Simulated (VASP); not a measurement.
# SiC (a cell with a defect) in VASP: single point with r2SCAN

Aim: the single point of SiC (a cell with a defect) with r2SCAN.

Program: VASP 6.6.1. These are calculated values, not measurements. Logs are shortened: lines on timing, memory, paths and dates and some standing lists are left out, and cuts for length are marked.

### 1 The cell of the first run

The cell holds a defect, 94 atoms: a = 9.234 Å, b = 10.663 Å, c = 10.076 Å, α = 90.00°, β = 90.00°, γ = 90.00°.

### 2 Single point, r2SCAN

POSCAR reads:

```
SiC
1.0
    9.2342040000      0.0000000000      0.0000000000
    0.0000000000     10.6627400000      0.0000000000
    0.0000000000      0.0000000000     10.0759470000
Si C
47 47
Direct
    0.9989440000      0.0006270000      0.4988790000
    0.3335430000      0.0004070000      0.4994580000
    0.1682880000      0.2531120000      0.5008410000
    0.0041130000      0.5020520000      0.5007520000
    0.6679180000      0.0005680000      0.4988080000
    0.4990780000      0.2527210000      0.5007910000
    0.1696260000      0.7476140000      0.4982190000
    0.8334600000      0.2515300000      0.4984880000
    0.6637600000      0.5015210000      0.5006110000
    0.4976280000      0.7475580000      0.4982780000
    0.8336230000      0.7488990000      0.4990600000
    0.0014020000      0.1680430000      0.2522430000
    0.3331740000      0.1675890000      0.2513220000
    0.1672100000      0.4183160000      0.2521500000
    0.0005130000      0.6663570000      0.2501990000
    0.6648260000      0.1684610000      0.2522640000
    0.4993520000      0.4182650000      0.2521700000
    0.3332400000      0.6667320000      0.2520420000
    0.1678210000      0.9146900000      0.2517270000
    0.8331230000      0.4192230000      0.2515530000
    0.6660140000      0.6664380000      0.2502290000
    0.4987840000      0.9148570000      0.2515640000
    0.8332930000      0.9154080000      0.2511480000
    0.1678420000      0.0839580000      0.7488780000
    0.0019970000      0.3344680000      0.7488580000
    0.4988500000      0.0842090000      0.7491700000
    0.3334310000      0.3358470000      0.7490510000
    0.1704220000      0.5810000000      0.7467240000
    0.0006170000      0.8310400000      0.7481940000
    0.8334440000      0.0835700000      0.7375140000
    0.6647830000      0.3342930000      0.7490230000
    0.4965750000      0.5807520000      0.7464770000
    0.3335380000      0.8317900000      0.7485320000
    0.8335340000      0.5825990000      0.7493010000
    0.6663270000      0.8310470000      0.7483100000
    0.0089440000      0.9947780000      0.0040270000
    0.3335510000      0.9974880000      0.0015970000
    0.1684040000      0.2500770000      0.0020010000
    0.0000430000      0.5020180000      0.0006000000
    0.6579260000      0.9952520000      0.0042110000
    0.4980540000      0.2505570000      0.0022060000
    0.3332450000      0.4998970000      0.9975980000
    0.1671060000      0.7488790000      0.0001880000
    0.8332540000      0.2605120000      0.0046330000
    0.6670210000      0.5018600000      0.0007430000
    0.5000420000      0.7486550000      0.0003840000
    0.8333700000      0.7487250000      0.0009860000
    0.9986280000      0.0010590000      0.1878990000
    0.3334200000      0.9999230000      0.1881390000
    0.1665330000      0.2498280000      0.1876600000
    0.9993820000      0.5002950000      0.1861280000
    0.6682910000      0.0012760000      0.1877150000
    0.4996400000      0.2501470000      0.1877750000
    0.3333080000      0.5003310000      0.1859390000
    0.1655500000      0.7502370000      0.1856530000
    0.8332120000      0.2489620000      0.1880400000
    0.6670590000      0.5003020000      0.1865640000
    0.5010780000      0.7502410000      0.1857540000
    0.8332890000      0.7501280000      0.1873740000
    0.0002150000      0.9993410000      0.6894990000
    0.3335230000      0.9995220000      0.6875770000
    0.1667270000      0.2493630000      0.6883840000
    0.9997870000      0.5001910000      0.6878690000
    0.6664400000      0.9994950000      0.6897030000
    0.4999380000      0.2493930000      0.6882850000
    0.3335470000      0.4977440000      0.6999840000
    0.1668240000      0.7494890000      0.6866480000
    0.8333280000      0.2507970000      0.6895980000
    0.6672220000      0.5000360000      0.6879660000
    0.5001120000      0.7494920000      0.6866930000
    0.8333660000      0.7494600000      0.6868370000
    0.9988240000      0.1660090000      0.4395540000
    0.3334010000      0.1671220000      0.4387590000
    0.1512100000      0.4109370000      0.4333560000
    0.9998890000      0.6675890000      0.4375020000
    0.6676020000      0.1666170000      0.4395220000
    0.5178690000      0.4098420000      0.4326880000
    0.3335250000      0.6823020000      0.4296650000
    0.1648550000      0.9180700000      0.4395360000
    0.8343630000      0.4181830000      0.4387910000
    0.6672270000      0.6675310000      0.4376380000
    0.5024090000      0.9185320000      0.4390810000
    0.8335630000      0.9159600000      0.4385800000
    0.1657300000      0.0830850000      0.9371370000
    0.0005970000      0.3317800000      0.9375280000
    0.5008990000      0.0842080000      0.9379190000
    0.3330800000      0.3309640000      0.9392090000
    0.1647490000      0.5842020000      0.9372520000
    0.9978240000      0.8340960000      0.9364590000
    0.6659380000      0.3317180000      0.9376000000
    0.5018440000      0.5833810000      0.9375920000
    0.3335610000      0.8327080000      0.9372840000
    0.8334590000      0.5833540000      0.9372230000
    0.6688590000      0.8339950000      0.9364790000
```

INCAR.step1 reads:

```
SYSTEM = SiC
ALGO = Normal
EDIFF = 1E-4
ENCUT = 520
GGA = PE
ISMEAR = -1
ISYM = 0
LASPH = .TRUE.
LCHARG = .FALSE.
LREAL = Auto
LWAVE = .TRUE.
NBANDS = 241
NELM = 100
PREC = Accurate
SIGMA = 0.05
```

INCAR.step2 reads:

```
SYSTEM = SiC
ALGO = Normal
EDIFF = 1E-7
ENCUT = 520
ISIF = 2
ISMEAR = -1
ISTART = 1
ISYM = 0
LASPH = .TRUE.
LCHARG = .TRUE.
LELF = .TRUE.
LMIXTAU = .TRUE.
LREAL = Auto
LVHAR = .TRUE.
LWAVE = .FALSE.
METAGGA = R2SCAN
NBANDS = 241
NELM = 100
PREC = Accurate
SIGMA = 0.05
```

KPOINTS reads:

```
Automatic mesh
0
Gamma
  1 1 1
  0.25 0.25 0.25
```

Potentials or basis: VASP PAW PBE potentials, release 64 (Si, C).

Run with:

```console
$ cat potpaw_PBE.64/Si/POTCAR potpaw_PBE.64/C/POTCAR > POTCAR
$ cp INCAR.step1 INCAR
$ mpirun -np 1 vasp_std > vasp.out
$ cp INCAR.step2 INCAR
$ mpirun -np 1 vasp_std > vasp.out
```

OUTCAR:

```text
SYSTEM = SiC
   EDIFF = 1E-7
   ENCUT = 520
   ISIF = 2
   ISMEAR = -1
   ISTART = 1
   ISYM = 0
   LASPH = .TRUE.
   LREAL = Auto
   METAGGA = R2SCAN
   NELM = 100
   PREC = Accurate

 ion  position               nearest neighbor table
   1  0.999  0.001  0.499-  72 1.86  79 1.87  83 1.88  60 1.92  30 2.98   5 3.06  12 3.06  23 3.07
                            19 3.08   8 3.08  11 3.09   2 3.09  24 3.09  29 3.10   3 3.11   7 3.12
   2  0.334  0.000  0.499-  73 1.88  79 1.89  82 1.89  61 1.90  22 3.07  19 3.07  13 3.07  24 3.07
                            26 3.08  33 3.09   5 3.09   1 3.09   7 3.09  10 3.09   6 3.09   3 3.10
   3  0.168  0.253  0.501-  74 1.82  73 1.89  62 1.89  72 1.92   6 3.05   4 3.06  25 3.06  27 3.06
                            14 3.06  13 3.08  12 3.08  24 3.08   8 3.09   2 3.10   1 3.11
   4  0.004  0.502  0.501-  74 1.80  75 1.88  63 1.89  80 1.91   7 3.03  28 3.03  14 3.06   3 3.06
                            11 3.07  25 3.07  15 3.07  34 3.08  20 3.09   8 3.10   9 3.14
   5  0.668  0.001  0.499-  82 1.86  76 1.87  83 1.88  64 1.92  30 2.98   1 3.06  16 3.06  23 3.06
                            22 3.08   8 3.08   2 3.09  11 3.09  35 3.10  26 3.10   6 3.11  10 3.12
   6  0.499  0.253  0.501-  77 1.82  73 1.89  65 1.89  76 1.91   3 3.05   9 3.06  31 3.06  27 3.06
                            17 3.06  16 3.07  13 3.08  26 3.08   8 3.09   2 3.09   5 3.11
   7  0.170  0.748  0.498-  78 1.80  75 1.89  67 1.90  79 1.91  10 3.03  18 3.03   4 3.03  19 3.06
                            28 3.07  15 3.07  33 3.08   2 3.09  29 3.09  11 3.10   1 3.12
   8  0.833  0.252  0.498-  72 1.88  76 1.88  80 1.88  68 1.93  30 3.00  12 3.06  16 3.06  20 3.06
                             1 3.08   5 3.08   6 3.09   3 3.09   9 3.09  25 3.09  31 3.09   4 3.10
   9  0.664  0.502  0.501-  77 1.80  81 1.88  69 1.89  80 1.91  32 3.04  10 3.04   6 3.06  17 3.06
[... 110 lines left out ...]
  81  0.667  0.668  0.438-  11 1.87   9 1.88  10 1.89  21 1.89
  82  0.502  0.919  0.439-   5 1.86   2 1.89  22 1.89  10 1.92
  83  0.834  0.916  0.439-   1 1.88   5 1.88  11 1.88  23 1.89
  84  0.166  0.083  0.937-  36 1.85  38 1.90  24 1.90  37 1.91
[... 8 lines left out ...]
  93  0.833  0.583  0.937-  47 1.88  39 1.88  45 1.88  34 1.89
  94  0.669  0.834  0.936-  40 1.85  47 1.89  35 1.90  46 1.92

IMPORTANT INFORMATION: All symmetrisations will be switched off!
NOSYMM: (Re-)initialisation of all symmetry stuff for point group C_1.

----------------------------------------------------------------------------------------

                                     Primitive cell

  volume of cell :     992.0971

  direct lattice vectors                    reciprocal lattice vectors
     9.234204000  0.000000000  0.000000000     0.108293037  0.000000000  0.000000000
     0.000000000 10.662740000  0.000000000     0.000000000  0.093784524  0.000000000
     0.000000000  0.000000000 10.075947000     0.000000000  0.000000000  0.099246254

  length of vectors
     9.234204000 10.662740000 10.075947000     0.108293037  0.093784524  0.099246254

  position of ions in fractional coordinates (direct lattice)
     0.998944000  0.000627000  0.498879000
     0.333543000  0.000407000  0.499458000
     0.168288000  0.253112000  0.500841000
     0.004113000  0.502052000  0.500752000
     0.667918000  0.000568000  0.498808000
     0.499078000  0.252721000  0.500791000
[... 86 lines left out ...]
     0.833459000  0.583354000  0.937223000
     0.668859000  0.833995000  0.936479000

  ion indices of the primitive-cell ions
   primitive index   ion index
                 1           1
                 2           2
                 3           3
                 4           4
                 5           5
                 6           6
[... 128 lines left out ...]
   NGXF,Y,Z  is equivalent  to a cutoff of  25.20, 24.95, 26.40 a.u.
 SYSTEM =  SiC
   PREC   = accura    normal or accurate (medium, high low for compatibility)
   ISTART =      1    job   : 0-new  1-cont  2-samecut
   ICHARG =      0    charge: 1-file 2-atom 10-const
   ISPIN  =      1    spin polarized calculation?
   LNONCOLLINEAR =      F non collinear calculations
   LSORBIT =      F    spin-orbit coupling
   LASPH  =      T    aspherical Exc in radial PAW
   ENCUT  =  520.0 eV  38.22 Ry    6.18 a.u.  17.17 19.83 18.73*2*pi/ulx,y,z
   NELM   =    100;   NELMIN=  2; NELMDL=  0     # of ELM steps
   EDIFF  = 0.1E-06   stopping-criterion for ELM
   LREAL  =      T    real-space projection
   EDIFFG = 0.1E-05   stopping-criterion for IOM
   NSW    =      0    number of steps for IOM
   IBRION =     -1    ionic relax: 0-MD 1-quasi-New 2-CG
   NFREE  =      0    steps in history (QN), initial steepest desc. (CG)
   ISIF   =      2    stress and relaxation
   ISYM   =      0    0-nonsym 1-usesym 2-fastsym
   POTIM  = 0.5000    time-step for ionic-motion
   TEBEG  =    0.0;   TEEND  =   0.0 temperature during run
   PSTRESS=    0.0 pullay stress
   NELECT =     376.0000    total number of electrons
   NUPDOWN=      -1.0000    fix difference up-down
   EMIN   =  10.00;   EMAX   =-10.00  energy-range for DOS
   EFERMI =   0.00;   METHOD = LEGACY
   ISMEAR =    -1;   SIGMA  =   0.05  broadening in eV -4-tet -1-fermi 0-gaus
   EFERMI_NEDOS =   21; number of points for ismear=-14 and -15
   IALGO  =     38    algorithm
   IMIX   =      4    mixing-type and parameters
     AMIX     =   0.40;   BMIX     =  1.00
     AMIX_MAG =   1.60;   BMIX_MAG =  1.00
  volume/ion in A,a.u.               =      10.55        71.22
  Fermi-wavevector in a.u.,A,eV,Ry     =   1.184730  2.238815 19.096936  1.403585
  Thomas-Fermi vector in A             =   2.320938
   LORBIT       =      0    0 simple, 1 ext, 2 COOP (PROOUT), +10 PAW based schemes
   METAGGA = R2SCAN    functional components
   LHFCALC =     F    Hartree Fock is set to
   AEXX    =    0.0000 exact exchange contribution
   IVDW    =     0    specifies the selected vdW correction
   LEPSILON=     F    determine dielectric tensor
   LRPA    =     F    only Hartree local field effects (RPA)
 non-spin polarized calculation
  energy-cutoff  :      520.00
  volume of cell :      992.10
 maximum number of plane-waves:     26706
 NGX is ok and might be reduce to    70
   NGX = 35   NGY = 39   NGZ = 37

 number of electron     376.0000009 magnetization

 Free energy of the ion-electron system (eV)
  ---------------------------------------------------
  ext. energy  EPLUGINS =         0.00000000
  ---------------------------------------------------
  free energy    TOTEN  =      -896.92354645 eV

  energy without entropy =     -896.82942424  energy(sigma->0) =     -896.87648534

 E-fermi :   9.0102     XC(G=0): -11.8230

 val. band max:        8.9303206358   @ k =   0.2500   0.2500   0.2500
 cond. band min:       9.0872490588   @ k =   0.2500  -0.2500  -0.2500
 fundamental gap:      0.1569284231
 Fermi energy:         9.0102002837

 k-point     1 :       0.2500    0.2500    0.2500
  band No.  band energies     occupation
      1      -8.2621      2.00000
      2      -7.7314      2.00000
      3      -7.6635      2.00000
      4      -7.4629      2.00000
      5      -7.0794      2.00000
      6      -6.9867      2.00000
[... 801 lines left out ...]
    199      11.8738      0.00000
    200      11.9293      0.00000
 [bands above 200 left out]

------------------------ aborting loop because EDIFF is reached ----------------------------------------

  FORCE on cell =-STRESS in cart. coord.  units (eV):
  Direction    XX          YY          ZZ          XY          YZ          ZX
  --------------------------------------------------------------------------------------
  -------------------------------------------------------------------------------------
  Total        0.3057934      2.0574326      2.6172637     -0.0328650     -0.9092404     -0.0454283
  in kB        0.4938380      3.3226304      4.2267242     -0.0530750     -1.4683689     -0.0733640
  external PRESSURE =       2.6810642 kB  Pullay stress =       0.0000000 kB

 VOLUME and BASIS-vectors are now :
 -----------------------------------------------------------------------------
  energy-cutoff  :      520.00
  volume of cell :      992.10
      direct lattice vectors                 reciprocal lattice vectors
     9.234204000  0.000000000  0.000000000     0.108293037  0.000000000  0.000000000
     0.000000000 10.662740000  0.000000000     0.000000000  0.093784524  0.000000000
     0.000000000  0.000000000 10.075947000     0.000000000  0.000000000  0.099246254

 POSITION                                       TOTAL-FORCE (eV/Angst)
 -----------------------------------------------------------------------------------
      9.22445      0.00669      5.02668         0.048171     -0.046369     -0.052957
      3.08000      0.00434      5.03251         0.000077      0.029330      0.003336
      1.55401      2.69887      5.04645        -0.067841      0.113448     -0.104367
      0.03798      5.35325      5.04555         0.114514     -0.135434     -0.070320
      6.16769      0.00606      5.02596         0.001494      0.044502     -0.042017
      4.60859      2.69470      5.04594        -0.037272      0.147770     -0.084410
[... 86 lines left out ...]
      7.69633      6.22015      9.44341        -0.009495      0.015635      0.019875
      6.17638      8.89267      9.43591         0.005992      0.059943      0.056990
 -----------------------------------------------------------------------------------
    total drift:                               -0.026841      0.014171      0.053827

  FREE ENERGIE OF THE ION-ELECTRON SYSTEM (eV)
  ---------------------------------------------------
  free  energy   TOTEN  =      -896.9235464477 eV

  energy  without entropy=     -896.8294242355  energy(sigma->0) =     -896.87648534
```

Wall time 3.2 h (1 thread of Oxide Virtual Turin-like, shared host); peak memory 1.3 GiB.

What came out:

| Quantity | Value |
| --- | --- |
| Free energy | -896.9235 eV |
| Pressure | 0.3 GPa |
| Largest force | 0.269 eV/Å |
| Band gap on the k mesh | 0.16 eV |

Forces in eV/Å, atoms in the order of the input:
```
Si   0.048 -0.046 -0.053
Si   0.000  0.029  0.003
Si  -0.068  0.113 -0.104
Si   0.115 -0.135 -0.070
Si   0.001  0.045 -0.042
Si  -0.037  0.148 -0.084
Si   0.064 -0.054  0.019
Si   0.005 -0.002 -0.052
Si  -0.091 -0.051 -0.044
Si  -0.101 -0.027 -0.013
Si  -0.026 -0.010  0.000
Si   0.024  0.020  0.011
Si   0.010  0.035  0.022
Si   0.010 -0.053  0.185
Si   0.009 -0.021 -0.005
Si   0.005 -0.021 -0.009
Si   0.003 -0.043  0.177
Si   0.021 -0.078  0.042
Si   0.022  0.037  0.004
Si   0.062  0.024  0.013
Si   0.016 -0.032  0.032
Si   0.036  0.023 -0.009
Si   0.016  0.008 -0.003
Si   0.006  0.015 -0.018
Si   0.010 -0.014 -0.001
Si   0.005  0.007  0.005
Si  -0.020  0.008 -0.096
Si   0.060 -0.024 -0.054
Si  -0.011 -0.017 -0.005
Si  -0.010 -0.003 -0.144
Si  -0.023  0.012 -0.022
Si  -0.040  0.014  0.015
Si  -0.007 -0.008 -0.024
Si  -0.019 -0.010 -0.001
Si  -0.020 -0.002 -0.021
Si   0.127 -0.039  0.076
Si  -0.019 -0.005  0.002
Si  -0.028 -0.019  0.008
Si   0.003  0.026  0.002
Si  -0.140 -0.086  0.001
Si   0.001  0.010  0.032
Si  -0.013  0.019  0.097
Si   0.002  0.001  0.025
Si   0.007  0.156  0.064
Si  -0.043  0.035  0.017
Si  -0.060 -0.044 -0.022
Si   0.006  0.002 -0.017
C   -0.037 -0.006 -0.084
C   -0.027 -0.027 -0.014
C    0.018 -0.016 -0.039
C    0.002  0.026  0.020
C   -0.008  0.008 -0.009
C   -0.003 -0.048 -0.069
C   -0.014  0.023  0.021
C   -0.006  0.018  0.007
C   -0.006 -0.012 -0.044
C    0.022  0.035 -0.078
C    0.003  0.032  0.004
C    0.001  0.015 -0.014
C   -0.026  0.029  0.007
C   -0.004  0.010  0.000
C    0.001 -0.005 -0.003
C    0.016  0.009  0.019
C    0.044  0.008 -0.003
C    0.025 -0.006  0.021
C   -0.044  0.173  0.161
C   -0.002  0.030  0.018
C    0.015 -0.054  0.020
C    0.014 -0.003 -0.024
C    0.017  0.014  0.012
C    0.028  0.021  0.006
C    0.030  0.029 -0.018
C    0.008 -0.024 -0.004
C   -0.133 -0.180 -0.148
C    0.010  0.031  0.011
C    0.087 -0.164  0.003
C    0.012 -0.098 -0.096
C    0.027  0.142  0.139
C   -0.026  0.079 -0.047
C   -0.075 -0.039  0.027
C    0.008 -0.002 -0.005
C   -0.033 -0.037  0.003
C   -0.027  0.024 -0.013
C   -0.016  0.096  0.083
C   -0.014 -0.034  0.005
C    0.053 -0.117 -0.059
C    0.013  0.043  0.009
C    0.017 -0.083  0.073
C   -0.007 -0.019  0.026
C    0.061 -0.014  0.019
C    0.046  0.064  0.003
C    0.011  0.011  0.041
C   -0.009  0.016  0.020
C    0.006  0.060  0.057
```

Stress tensor (GPa, compression positive):
```
 0.05 -0.01 -0.01
-0.01  0.33 -0.15
-0.01 -0.15  0.42
```

Caveat: semilocal functionals underestimate gaps, and a narrow one can read as zero; the PAW data sets were made with another functional, which shifts forces and pressure a little.
